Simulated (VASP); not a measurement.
## Cu: single point with PBE

The system is Cu.

```
Cu
1.0
    -2.11314    2.11314    1.12229
     2.11314   -2.11314    1.12229
     2.11314    2.11314   -1.12229
Cu
2
Cartesian
  0.0000 -1.0566 -0.2806
  0.0000 1.0566 0.2806
```

| Item | Value |
| --- | --- |
| Program | VASP 6.6.1 |
| Task | single point |
| Functional | PBE |
| Potentials or basis | VASP PAW PBE potentials, release 64 (Cu) |
| Cutoff | 520 eV |
| k mesh | 17 × 17 × 17 |
| Occupations | fermi-dirac, width 0.05 eV |
| Spin | no spin polarisation |

```
Pressure               : 62.4 GPa
Band gap on the k mesh : zero (bands 11 and 12 overlap by 5.31 eV)
```

Stress tensor (GPa, compression positive):
```
62.34  0.00  0.00
 0.00 62.34  0.00
 0.00  0.00 62.62
```

Levels at points of the mesh, in eV from the Fermi level:
```
           k point  band 8  band 9  band 10  band 11  band 12  band 13  band 14  band 15
(0.00, 0.00, 0.00)   -2.38   -2.38    -1.62    -1.04     5.42     5.42    12.07    13.26
```

It took 68 s on 1 thread of Intel(R) Xeon(R) Platinum 8259CL CPU @ 2.50GHz (Skylake/Cascade Lake) (shared host), peak memory 0.23 GiB.

Caveat: the cell stands under pressure.
